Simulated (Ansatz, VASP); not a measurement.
# Two plane-wave programs on Ti2Al6H

```
Al Ti H
1.0
     5.02419    0.00000    0.00000
     2.15888    4.53670    0.00000
     0.00000    0.00000   21.21871
Al Ti H
6 2 1
Direct
  0.50000 0.00000 0.18851
  0.00000 0.50000 0.18851
  0.00000 0.00000 0.25173
  0.00000 0.50000 0.31935
  0.50000 0.00000 0.31935
  0.50000 0.50000 0.38262
  0.50000 0.50000 0.25173
  0.00000 0.00000 0.37970
  0.50000 0.50000 0.52872
```

Alike in both runs: task single point; functional PBE; dispersion D3(BJ); k mesh 6 × 6 × 1; occupations gaussian, width 0.1 eV; no spin polarisation.

```csv
,VASP,Ansatz
version,VASP 6.6.1,Ansatz 0.2.0
potentials or method,"VASP PAW PBE potentials, release 64 (Al, Ti_sv, H), cutoff 520 eV","scalar-relativistic, plane waves, PAW"
valence electrons in the cell,43,43
```

```tsv
	VASP	Ansatz	Ansatz less VASP
gap on the k mesh at the Fermi level (eV)	none	none	-
rms of the force components (eV/Å)	0.316	0.316	+0.0001
```

A gap of «none» marks a metal or a gap that the smearing closes.
